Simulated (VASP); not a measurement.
# MgO (I4mm) in VASP: notebook

Runs on MgO. Level: PBEsol. Tasks: single point.

Everything below comes from runs of VASP 6.6.1. Logs are shortened: lines on timing, memory, paths and dates and some standing lists are left out, and cuts for length are marked.

## (1) The cell of the first run

Symmetry: I4mm, No. 107, tetragonal system. The conventional cell has a = 2.956 Å, b = 2.956 Å, c = 4.180 Å, α = 90.00°, β = 90.00°, γ = 90.00°. Within 2.6 Å of Mg (site symmetry 4mm) lie 6 O at 1.96 to 2.22 Å. O (site symmetry 4mm) has 6 Mg at 1.96 to 2.22 Å within 2.6 Å.

## (2) Single point, PBEsol

Input file INCAR:

```
PREC = Accurate ; ENCUT = 520
EDIFF = 1E-7 ; ISMEAR = 0
SIGMA = 0.05 ; LREAL = False
LASPH = True ; NELM = 100
ALGO = Normal ; ISIF = 2
LWAVE = False ; LCHARG = False
GGA = PS ; NBANDS = 11
```

Input file KPOINTS:

```
regular mesh
0
Gamma
  10 10 10
```

Input file POSCAR:

```
MgO
1.0
    0.0000000000      2.0901029176      2.0901029176
    2.0901029176      0.0000000000      2.0901029176
    2.0901029176      2.0901029176      0.0000000000
Mg O
1 1
Direct
    0.0126180202      0.0126180202     -0.0126180202
    0.4808312406      0.4808312406      0.5191687594
```

Potentials or basis: VASP PAW PBE potentials, release 64 (Mg, O).

Run with:

```bash
> cat potpaw_PBE.64/Mg/POTCAR potpaw_PBE.64/O/POTCAR > POTCAR
> mpirun -np 1 vasp_std > vasp.out
```

OUTCAR:

```text
PREC = Accurate
   ENCUT = 520
   EDIFF = 1E-7
   ISMEAR = 0
   LREAL = False
   LASPH = True
   NELM = 100
   ISIF = 2
   GGA = PS

 ion  position               nearest neighbor table
   1  0.013  0.013  0.987-   2 1.96   2 2.09   2 2.09   2 2.09   2 2.09   2 2.22
   2  0.481  0.481  0.519-   1 1.96   1 2.09   1 2.09   1 2.09   1 2.09   1 2.22

  LATTYP: Found a face centered cubic cell.
 ALAT       =     4.1802058352

  Lattice vectors:

 A1 = (   0.0000000000,   2.0901029176,   2.0901029176)
 A2 = (   2.0901029176,   0.0000000000,   2.0901029176)
 A3 = (   2.0901029176,   2.0901029176,   0.0000000000)

Analysis of symmetry for initial positions (statically):
=====================================================================
 Subroutine PRICEL returns:
 Original cell was already a primitive cell.

 Routine SETGRP: Setting up the symmetry group for a
 face centered cubic supercell.

 Subroutine GETGRP returns: Found  8 space group operations
 (whereof  8 operations were pure point group operations)
 out of a pool of 48 trial point group operations.

The static configuration has the point symmetry C_4v.

Analysis of symmetry for dynamics (positions and initial velocities):
=====================================================================
 Subroutine PRICEL returns:
 Original cell was already a primitive cell.

 Routine SETGRP: Setting up the symmetry group for a
 face centered cubic supercell.

 Subroutine GETGRP returns: Found  8 space group operations
 (whereof  8 operations were pure point group operations)
 out of a pool of 48 trial point group operations.

The dynamic configuration has the point symmetry C_4v.

 Subroutine INISYM returns: Found  8 space group operations
 (whereof  8 operations are pure point group operations),
 and found     1 'primitive' translations

----------------------------------------------------------------------------------------

                                     Primitive cell

  volume of cell :      18.2614

  direct lattice vectors                    reciprocal lattice vectors
     0.000000000  2.090102918  2.090102918    -0.239222670  0.239222670  0.239222670
     2.090102918  0.000000000  2.090102918     0.239222670 -0.239222670  0.239222670
     2.090102918  2.090102918  0.000000000     0.239222670  0.239222670 -0.239222670

  length of vectors
     2.955851893  2.955851893  2.955851893     0.414345818  0.414345818  0.414345818

  position of ions in fractional coordinates (direct lattice)
     0.012618020  0.012618020  0.987381980
     0.480831241  0.480831241  0.519168759

  ion indices of the primitive-cell ions
   primitive index   ion index
                 1           1
                 2           2

----------------------------------------------------------------------------------------

 KPOINTS: regular mesh

Automatic generation of k-mesh.
 Grid dimensions read from file:
 generate k-points for:   10   10   10

 Generating k-lattice:

  Cartesian coordinates                     Fractional coordinates (reciprocal lattice)
    -0.023922267  0.023922267  0.023922267     0.100000000  0.000000000  0.000000000
     0.023922267 -0.023922267  0.023922267     0.000000000  0.100000000  0.000000000
     0.023922267  0.023922267 -0.023922267     0.000000000  0.000000000  0.100000000

  Length of vectors
     0.041434582  0.041434582  0.041434582

  Shift w.r.t. Gamma in fractional coordinates (k-lattice)
     0.000000000  0.000000000  0.000000000

 Subroutine IBZKPT returns following result:
 ===========================================

 Found    102 irreducible k-points:

 Following reciprocal coordinates:
            Coordinates               Weight
  0.000000  0.000000  0.000000      1.000000
  0.100000  0.000000  0.000000      8.000000
  0.200000  0.000000  0.000000      8.000000
  0.300000  0.000000  0.000000      8.000000
  0.400000  0.000000  0.000000      8.000000
  0.500000  0.000000  0.000000      4.000000
[... 16 lines left out ...]
 -0.100000  0.100000  0.000000      4.000000
  0.000000 -0.100000  0.100000      8.000000
 [... further k-points ...]
   k-points           NKPTS =    102   k-points in BZ     NKDIM =    102   number of bands    NBANDS=     11
   number of dos      NEDOS =    301   number of ions     NIONS =      2
   total plane-waves  NPLWV =  13824
   dimension x,y,z NGX =    24 NGY =   24 NGZ =   24
   dimension x,y,z NGXF=    48 NGYF=   48 NGZF=   48
   ions per type =               1   1
   NGX,Y,Z   is equivalent  to a cutoff of  13.50, 13.50, 13.50 a.u.
   NGXF,Y,Z  is equivalent  to a cutoff of  27.00, 27.00, 27.00 a.u.
 SYSTEM =  unknown system
   PREC   = accura    normal or accurate (medium, high low for compatibility)
   ISTART =      0    job   : 0-new  1-cont  2-samecut
   ICHARG =      2    charge: 1-file 2-atom 10-const
   ISPIN  =      1    spin polarized calculation?
   LNONCOLLINEAR =      F non collinear calculations
   LSORBIT =      F    spin-orbit coupling
   LASPH  =      T    aspherical Exc in radial PAW
   ENCUT  =  520.0 eV  38.22 Ry    6.18 a.u.   5.50  5.50  5.50*2*pi/ulx,y,z
   NELM   =    100;   NELMIN=  2; NELMDL= -5     # of ELM steps
   EDIFF  = 0.1E-06   stopping-criterion for ELM
   LREAL  =      F    real-space projection
   EDIFFG = 0.1E-05   stopping-criterion for IOM
   NSW    =      0    number of steps for IOM
   IBRION =     -1    ionic relax: 0-MD 1-quasi-New 2-CG
   NFREE  =      0    steps in history (QN), initial steepest desc. (CG)
   ISIF   =      2    stress and relaxation
   ISYM   =      2    0-nonsym 1-usesym 2-fastsym
   POTIM  = 0.5000    time-step for ionic-motion
   TEBEG  =    0.0;   TEEND  =   0.0 temperature during run
   PSTRESS=    0.0 pullay stress
   NELECT =       8.0000    total number of electrons
   NUPDOWN=      -1.0000    fix difference up-down
   EMIN   =  10.00;   EMAX   =-10.00  energy-range for DOS
   EFERMI =   0.00;   METHOD = LEGACY
   ISMEAR =     0;   SIGMA  =   0.05  broadening in eV -4-tet -1-fermi 0-gaus
   EFERMI_NEDOS =   21; number of points for ismear=-14 and -15
   IALGO  =     38    algorithm
   IMIX   =      4    mixing-type and parameters
     AMIX     =   0.40;   BMIX     =  1.00
     AMIX_MAG =   1.60;   BMIX_MAG =  1.00
  volume/ion in A,a.u.               =       9.13        61.62
  Fermi-wavevector in a.u.,A,eV,Ry     =   1.243351  2.349593 21.033549  1.545922
  Thomas-Fermi vector in A             =   2.377666
   LORBIT       =      0    0 simple, 1 ext, 2 COOP (PROOUT), +10 PAW based schemes
   GGA     = PS    functional components
   LHFCALC =     F    Hartree Fock is set to
   AEXX    =    0.0000 exact exchange contribution
   IVDW    =     0    specifies the selected vdW correction
   LEPSILON=     F    determine dielectric tensor
   LRPA    =     F    only Hartree local field effects (RPA)
 non-spin polarized calculation
 Gauss-broadening in eV      SIGMA  =   0.05
  energy-cutoff  :      520.00
  volume of cell :       18.26
 maximum number of plane-waves:       531
 NGX is ok and might be reduce to    24
   NGX = 11   NGY = 11   NGZ = 11

 number of electron       8.0000002 magnetization

 Free energy of the ion-electron system (eV)
  ---------------------------------------------------
  ext. energy  EPLUGINS =         0.00000000
  ---------------------------------------------------
  free energy    TOTEN  =       -12.45105734 eV

  energy without entropy =      -12.45105734  energy(sigma->0) =      -12.45105734

 E-fermi :   3.4630     XC(G=0): -11.4142

 val. band max:        3.2224896119   @ k =   0.0000   0.0000   0.0000
 cond. band min:       8.0737410161   @ k =   0.0000   0.0000   0.0000
 fundamental gap:      4.8512514042
 Fermi energy:         3.4630327637

 k-point     1 :       0.0000    0.0000    0.0000
  band No.  band energies     occupation
      1     -14.0931      2.00000
      2       3.1994      2.00000
      3       3.2225      2.00000
      4       3.2225      2.00000
      5       8.0737      0.00000
      6      19.0296      0.00000
      7      19.0716      0.00000
      8      19.0716      0.00000
      9      22.8599      0.00000
     10      24.8243      0.00000
     11      24.8778      0.00000

 k-point     2 :       0.1000    0.0000    0.0000
  band No.  band energies     occupation
      1     -13.9813      2.00000
      2       2.5438      2.00000
      3       3.1458      2.00000
      4       3.1529      2.00000
      5       8.7036      0.00000
      6      17.7497      0.00000
      7      19.2961      0.00000
      8      19.3136      0.00000
      9      24.1263      0.00000
     10      24.1581      0.00000
     11      24.6492      0.00000

 k-point     3 :       0.2000    0.0000    0.0000
  band No.  band energies     occupation
      1     -13.6736      2.00000
      2       1.1922      2.00000
      3       2.9693      2.00000
      4       2.9768      2.00000
      5       9.8947      0.00000
      6      16.2246      0.00000
      7      19.7773      0.00000
      8      19.8042      0.00000
      9      23.4562      0.00000
     10      23.5381      0.00000
     11      25.7493      0.00000

 k-point     4 :       0.3000    0.0000    0.0000
  band No.  band energies     occupation
      1     -13.2564      2.00000
      2      -0.1693      2.00000
      3       2.7618      2.00000
      4       2.7697      2.00000
      5      10.7930      0.00000
      6      15.5765      0.00000
      7      19.9341      0.00000
      8      19.9371      0.00000
      9      23.9166      0.00000
     10      23.9649      0.00000
     11      25.1718      0.00000
[... 239 lines left out ...]
 k-point    22 :       0.0000   -0.2000    0.1000
  band No.  band energies     occupation
      1     -13.4622      2.00000
      2       0.6457      2.00000
      3       2.5339      2.00000
      4       2.9262      2.00000
      5      10.6378      0.00000
      6      15.6343      0.00000
      7      19.3393      0.00000
      8      20.4189      0.00000
      9      22.3311      0.00000
     10      24.3348      0.00000
     11      26.7371      0.00000

 k-point    23 :      -0.1000    0.1000    0.0000
  band No.  band energies     occupation
      1     -13.8052      2.00000
      2       1.8048      2.00000
      3       2.8764      2.00000
      4       3.1013      2.00000
      5       9.5142      0.00000
      6      16.6370      0.00000
      7      19.4902      0.00000
      8      19.7210      0.00000
      9      22.8108      0.00000
     10      24.2667      0.00000
     11      26.3190      0.00000

 k-point    24 :       0.0000   -0.1000    0.1000
  band No.  band energies     occupation
      1     -13.8051      2.00000
      2       1.8130      2.00000
      3       2.8757      2.00000
      4       3.0948      2.00000
      5       9.5000      0.00000
      6      16.6582      0.00000
      7      19.4641      0.00000
      8      19.7404      0.00000
      9      22.9154      0.00000
     10      24.2598      0.00000
     11      26.1862      0.00000

 [... further k-points ...]

------------------------ aborting loop because EDIFF is reached ----------------------------------------

  FORCE on cell =-STRESS in cart. coord.  units (eV):
  Direction    XX          YY          ZZ          XY          YZ          ZX
  --------------------------------------------------------------------------------------
  -------------------------------------------------------------------------------------
  Total        0.3505725      0.3505725      1.1644354      0.0000000      0.0000000      0.0000000
  in kB       30.7578099     30.7578099    102.1628451      0.0000000      0.0000000      0.0000000
  external PRESSURE =      54.5594883 kB  Pullay stress =       0.0000000 kB

 VOLUME and BASIS-vectors are now :
 -----------------------------------------------------------------------------
  energy-cutoff  :      520.00
  volume of cell :       18.26
      direct lattice vectors                 reciprocal lattice vectors
     0.000000000  2.090102918  2.090102918    -0.239222670  0.239222670  0.239222670
     2.090102918  0.000000000  2.090102918     0.239222670 -0.239222670  0.239222670
     2.090102918  2.090102918  0.000000000     0.239222670  0.239222670 -0.239222670

 POSITION                                       TOTAL-FORCE (eV/Angst)
 -----------------------------------------------------------------------------------
      2.09010      2.09010      0.05275         0.000000      0.000000     -0.903259
      2.09010      2.09010      2.00997         0.000000      0.000000      0.903259
 -----------------------------------------------------------------------------------
    total drift:                                0.000000      0.000000     -0.000349

  FREE ENERGIE OF THE ION-ELECTRON SYSTEM (eV)
  ---------------------------------------------------
  free  energy   TOTEN  =       -12.4510573377 eV

  energy  without entropy=      -12.4510573377  energy(sigma->0) =      -12.45105734
```

Run time: 7.2 s. Hardware: 1 thread of Intel Xeon 6975P-C (Granite Rapids), shared host; peak memory 0.15 GiB.

Results:

```
Free energy            : -12.4511 eV
Pressure               : 5.5 GPa
Largest force          : 0.903 eV/Å
Band gap on the k mesh : 4.85 eV, direct
```

Forces in eV/Å, atoms in the order of the input:
```
Mg   0.000  0.000 -0.903
O    0.000  0.000  0.903
```

Levels at points of the mesh, in eV from the valence-band top:
```tsv
k point	band 1	band 2	band 3	band 4	band 5	band 6	band 7	band 8	band 9
(0.00, 0.00, 0.00)	-17.32	-0.02	0.00	0.00	4.85	15.81	15.85	15.85	19.64
(0.50, 0.00, 0.00)	-15.95	-4.76	-0.68	-0.67	7.90	12.69	16.40	16.47	21.06
(0.50, 0.50, 0.00)	-15.68	-4.20	-1.38	-1.38	8.96	10.00	13.25	19.22	19.22
(0.00, 0.50, 0.50)	-15.67	-4.22	-1.41	-1.39	9.02	10.03	13.24	19.17	19.33
```

Caveat: the PAW data sets were made with another functional, which shifts forces and pressure a little.

## (3) Single point, PBEsol

Input file INCAR:

```
SYSTEM = MgO
PREC = Accurate ; ENCUT = 520
EDIFF = 1E-7 ; ISMEAR = 0
SIGMA = 0.05 ; LREAL = .False.
LASPH = .True. ; NELM = 60
ALGO = Normal ; ISIF = 2
LWAVE = .False. ; LCHARG = .False.
GGA = PS ; NBANDS = 11
```

Input file KPOINTS:

```
regular mesh
0
Gamma
  10 10 10
  0 0 0
```

Input file POSCAR:

```
MgO
1.0
    0.0000000000      2.0901029176      2.0901029176
    2.0901029176      0.0000000000      2.0901029176
    2.0901029176      2.0901029176      0.0000000000
Mg O
1 1
Direct
    0.0252360405      0.0252360405     -0.0252360405
    0.4616624812      0.4616624812      0.5383375188
```

Potentials or basis: VASP PAW PBE potentials, release 64 (Mg, O).

Run with:

```bash
> cat potpaw_PBE.64/Mg/POTCAR potpaw_PBE.64/O/POTCAR > POTCAR
> mpirun -np 1 vasp_std > vasp.out
```

Run time: 7.3 s. Hardware: 1 thread of Intel Xeon 6975P-C (Granite Rapids), shared host; peak memory 0.15 GiB.

The run converged. Its results:

```
Free energy            : -12.2393 eV
Pressure               : 11.9 GPa
Largest force          : 2.457 eV/Å
Band gap on the k mesh : 4.84 eV, direct
```

Forces in eV/Å, atoms in the order of the input:
```
Mg   0.000  0.000 -2.457
O    0.000  0.000  2.457
```

Stress tensor (GPa, compression positive):
```
 1.73  0.00  0.00
 0.00  1.73  0.00
 0.00  0.00 32.11
```

Levels at points of the mesh, in eV from the valence-band top:
```csv
k point,band 1,band 2,band 3,band 4,band 5,band 6,band 7,band 8,band 9
"(0.00, 0.00, 0.00)",-17.28,-0.08,0.00,0.00,4.84,15.96,16.12,16.12,19.57
"(0.50, 0.00, 0.00)",-15.93,-4.71,-0.65,-0.62,7.95,12.50,16.39,16.62,20.92
"(0.50, 0.50, 0.00)",-15.67,-4.07,-1.34,-1.34,9.03,9.68,13.32,19.31,19.31
"(0.00, 0.50, 0.50)",-15.65,-4.17,-1.42,-1.34,9.24,9.80,13.31,19.11,19.65
```

Caveat: the PAW data sets were made with another functional, which shifts forces and pressure a little.
